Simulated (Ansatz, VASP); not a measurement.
## RbBr in VASP and in Ansatz

The input POSCAR:

```
RbBr
1.0
    0.0000000000      3.3223930095      3.3223930095
    3.3223930095      0.0000000000      3.3223930095
    3.3223930095      3.3223930095      0.0000000000
Rb Br
1 1
Direct
    0.0000000000      0.0000000000      0.0000000000
    0.5000000000      0.5000000000      0.5000000000
```

INCAR.step1

```
  ALGO = Normal
  EDIFF = 1E-5
  ENCUT = 520
  GGA = PE
  ISIF = 2
  ISMEAR = 0
  LASPH = T
  LREAL = F
  LWAVE = T
  NBANDS = 15
  NELM = 100
  PREC = Accurate
  SIGMA = 0.01
```

Contents of INCAR.step2:

```
  ALGO = Normal
  EDIFF = 1E-6
  ENCUT = 520
  GGA = PE
  HFSCREEN = 0.2079
  ISIF = 2
  ISMEAR = 0
  ISTART = 1
  LASPH = T
  LCHARG = T
  LELF = T
  LHFCALC = T
  LREAL = F
  LVHAR = T
  LWAVE = F
  NBANDS = 15
  NELM = 100
  PREC = Accurate
  PRECFOCK = Normal
  SIGMA = 0.01
```

The input KPOINTS:

```
k-points
0
Gamma
  4 4 4
```

Input for Ansatz:

```yaml
crystal:
  lattice:
    - [0.0, 3.3223930095, 3.3223930095]
    - [3.3223930095, 0.0, 3.3223930095]
    - [3.3223930095, 3.3223930095, 0.0]
  atoms:
    - { symbol: Rb, position: [0.0, 0.0, 0.0] }
    - { symbol: Br, position: [0.5, 0.5, 0.5] }
kpoints:
  mp_grid: { grid: [4, 4, 4] }
  band_path:
    path:
      - [0.0, 0.0, 0.0]
      - [0.5, 0.0, 0.5]
      - [0.625, 0.25, 0.625]
      - [0.375, 0.375, 0.75]
      - [0.5, 0.5, 0.5]
      - [0.5, 0.25, 0.75]
    npoints: 1
hamiltonian:
  xc: hse06
scf:
  occupations: { method: fixed }
  n_extra_bands: 4
output:
  forces: true
  stress: true
  eigenvalues: true
```

Change from the starting cell: hydrostatic strain -4.0%.

Alike in both runs: task single point; functional HSE06; k mesh 4 × 4 × 4; no spin polarisation.

|  | VASP | Ansatz |
| --- | --- | --- |
| version | VASP 6.6.1 | Ansatz 0.2.0 |
| potentials or method | VASP PAW PBE potentials, release 64 (Rb_sv, Br) | plane waves, PAW |
| plane-wave cutoff (eV) | 520 | 420 |
| occupations | gaussian, width 0.01 eV | fixed |
| valence electrons in the cell | 16 | 16 |

VASP gave:

```
gap on the k mesh at the Fermi level (eV) : 5.79
pressure (GPa)                            : 2.7
```

Task: Estimate Ansatz's values.

Result: gap on the k mesh at the Fermi level (eV): 5.80; pressure (GPa): 2.6.

Ansatz's warnings: stress exchange threshold loose, stress scf threshold loose.
